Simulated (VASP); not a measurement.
Set up this calculation in VASP 6.6.1, as the native input.

```
Task                   : single point
Functional             : PBE
Potentials or basis    : VASP PAW PBE potentials, release 64 (Hf_pv, Sc_sv, O)
Cutoff                 : 520 eV
k mesh                 : 12 × 12 × 12
Occupations            : gaussian, width 0.1 eV
Spin                   : no spin polarisation
Dipole correction      : no
Further INCAR settings : ALGO = Normal; EDIFF = 1e-07; NBANDS = 34
```

The structure of HfSc2O3 lies in POSCAR:

```
HfSc2O3
1.0
    5.2295432533      0.0000000000      0.0000000000
   -2.6147716267      4.5289173076      0.0000000000
    0.0000000000      0.0000000000      3.0847791090
Hf Sc O
1 2 3
Direct
    0.0000000000      0.0000000000      0.0000000000
    0.3333333333      0.6666666667      0.5000000000
    0.6666666667      0.3333333333      0.5000000000
    0.5000000000      0.0000000000      0.0000000000
    0.0000000000      0.5000000000      0.0000000000
    0.5000000000      0.5000000000      0.0000000000
```

These files were run (other wordings do the same):

INCAR

```
SYSTEM = HfSc2O3
PREC = Accurate
ENCUT = 520
EDIFF = 1E-7
ISMEAR = 0
SIGMA = 0.1
LREAL = .False.
LASPH = .True.
NELM = 100
ALGO = Normal
ISIF = 2
LWAVE = .False.
LCHARG = .False.
GGA = PE
NBANDS = 34
```

KPOINTS

```
regular mesh
0
Gamma
  12 12 12
  0 0 0
```

Potentials or basis: VASP PAW PBE potentials, release 64 (Hf_pv, Sc_sv, O).

The run is started by

```console
$ cat potpaw_PBE.64/Hf_pv/POTCAR potpaw_PBE.64/Sc_sv/POTCAR potpaw_PBE.64/O/POTCAR > POTCAR
$ mpirun -np 1 vasp_std > vasp.out
```

Results of the run:

The pressure is 0.4 GPa and the band gap on the k mesh is zero (band 25 reaches 7.30 eV, above the bottom of band 26 at 6.08 eV).

Caveat: spin-orbit coupling is left out, which moves the levels of the heavy elements.

Wall time 2.6 min on 1 thread of Intel(R) Xeon(R) 6975P-C (Granite Rapids), with other jobs on the host, peak memory 0.41 GiB.
